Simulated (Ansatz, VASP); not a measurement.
One calculation of Ge2Sb2Te5, two programs

INCAR

```
PREC     = Accurate       # precision mode
ENCUT    = 520            # plane-wave cutoff, eV
EDIFF    = 1E-7           # SCF threshold, eV
ISMEAR   = 0              # smearing method
SIGMA    = 0.03           # smearing width, eV
LREAL    = False          # projectors in reciprocal space
LASPH    = True           # aspherical terms in the spheres
NELM     = 60             # most SCF steps
ALGO     = Normal         # electronic algorithm
ISIF     = 2              # what is computed and relaxed
LWAVE    = False          # write WAVECAR
LCHARG   = False          # write CHGCAR
GGA      = PE             # functional
NBANDS   = 44             # bands
```

Contents of KPOINTS:

```
regular mesh
0
Gamma
  9 9 2
```

Contents of POSCAR:

```
Ge2Sb2Te5
1.0
    4.5625000000      0.0000000000      0.0000000000
   -2.2812500000      3.9512409048      0.0000000000
    0.0000000000      0.0000000000     17.1822000000
Ge Sb Te
2 2 5
Direct
    0.0000000000      0.0000000000      0.3314713560
    0.0000000000      0.0000000000      0.6685286440
    0.3333333333      0.6666666667      0.1121550832
    0.6666666667      0.3333333333      0.8878449168
    0.0000000000      0.0000000000      0.0000000000
    0.3333333333      0.6666666667      0.7913602895
    0.6666666667      0.3333333333      0.2086397105
    0.3333333333      0.6666666667      0.4097504733
    0.6666666667      0.3333333333      0.5902495267
```

Input for Ansatz:

```yaml
crystal:
  lattice:
    - [4.5625, 0.0, 0.0]
    - [-2.28125, 3.9512409048, 0.0]
    - [0.0, 0.0, 17.1822]
  atoms:
    - { symbol: Ge, position: [0.0, 0.0, 0.331471356] }
    - { symbol: Ge, position: [0.0, 0.0, 0.668528644] }
    - { symbol: Sb, position: [0.3333333333, 0.6666666667, 0.1121550832] }
    - { symbol: Sb, position: [0.6666666667, 0.3333333333, 0.8878449168] }
    - { symbol: Te, position: [0.0, 0.0, 0.0] }
    - { symbol: Te, position: [0.3333333333, 0.6666666667, 0.7913602895] }
    - { symbol: Te, position: [0.6666666667, 0.3333333333, 0.2086397105] }
    - { symbol: Te, position: [0.3333333333, 0.6666666667, 0.4097504733] }
    - { symbol: Te, position: [0.6666666667, 0.3333333333, 0.5902495267] }
basis:
  ecutwfc: 420
kpoints:
  mp_grid: { grid: [9, 9, 2] }
hamiltonian:
  xc: pbe
  pseudopotentials: { kind: paw, azcp: { folder: soft_1 } }
scf:
  occupations: { method: gaussian, width: 0.03 }
output:
  forces: true
  stress: true
  eigenvalues: true
  write_density: true
  write_potential: true
  elf: true
  volumetric_format: npy
```

Alike in both runs: task single point; functional PBE; k mesh 9 × 9 × 2; occupations gaussian, width 0.03 eV; no spin polarisation.

```csv
,VASP,Ansatz
version,VASP 6.6.1,Ansatz 0.2.0
potentials or method,"VASP PAW PBE potentials, release 64 (Ge_d, Sb, Te), cutoff 520 eV","scalar-relativistic, plane waves, PAW"
valence electrons in the cell,68,138
```

Ansatz gave:

```
gap on the k mesh at the Fermi level (eV)                     : 0.21
least direct gap on the mesh (eV)                             : 0.28
pressure (GPa)                                                : -3.4
traceless stress, the component that is largest in VASP (GPa) : 2.26
rms of the force components (eV/Å)                            : 0.101
```

Task: What did VASP give for the same quantities?

Result: gap on the k mesh at the Fermi level (eV): 0.21; least direct gap on the mesh (eV): 0.27; pressure (GPa): -3.4; traceless stress, the component that is largest in VASP (GPa): 2.25; rms of the force components (eV/Å): 0.098.

Atom by atom the forces differ by 0.004 eV/Å (rms over components). With one functional, cell and mesh, what is left measures potentials, basis and numerics. VASP's potentials hold 68 valence electrons a cell and Ansatz's 138, so a difference there can come from the potentials and not from the codes.

Spin-orbit coupling is off throughout.
